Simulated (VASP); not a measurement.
The system is RuC4.

```xyz
5
Lattice="2.7052 0.0000 0.0000 -1.3526 2.3428 0.0000 0.0000 0.0000 6.1958" Properties=species:S:1:pos:R:3 pbc="T T T"
Ru    0.0000    0.0000    0.0000
C     0.0000    1.5619    4.8369
C     0.0000    1.5619    3.3662
C     1.3526    0.7809    1.3589
C     1.3526    0.7809    2.8296
```

Base run:

- Program: VASP 6.6.1
- Functional: PBE
- Potentials or basis: VASP PAW PBE potentials, release 64 (Ru_pv, C)
- Cutoff: 520 eV
- k mesh: 18 × 18 × 6
- Occupations: gaussian, width 0.1 eV
- Spin: no spin polarisation

Its results: band gap on the k mesh zero (band 15 reaches 10.92 eV, above the bottom of band 16 at 10.13 eV); pressure 0.3 GPa; largest force 0.034 eV/Å.

Problem. The run is repeated on the same cell with these changes: potentials or basis from VASP PAW PBE potentials, release 64 (Ru_pv, C) to VASP PAW PBE potentials, release 64 (Ru_sv, C); cutoff from 520 eV to 600 eV; further incar settings from ALGO = Normal; EDIFF = 1e-07; NBANDS = 23 to ALGO = Normal; EDIFF = 1e-06; NBANDS = 24; valence electrons from 30 to 32. What comes out?

Solution. Band gap on the k mesh zero (band 16 reaches 11.72 eV, above the bottom of band 17 at 10.93 eV); pressure -0.3 GPa; largest force 0.050 eV/Å.
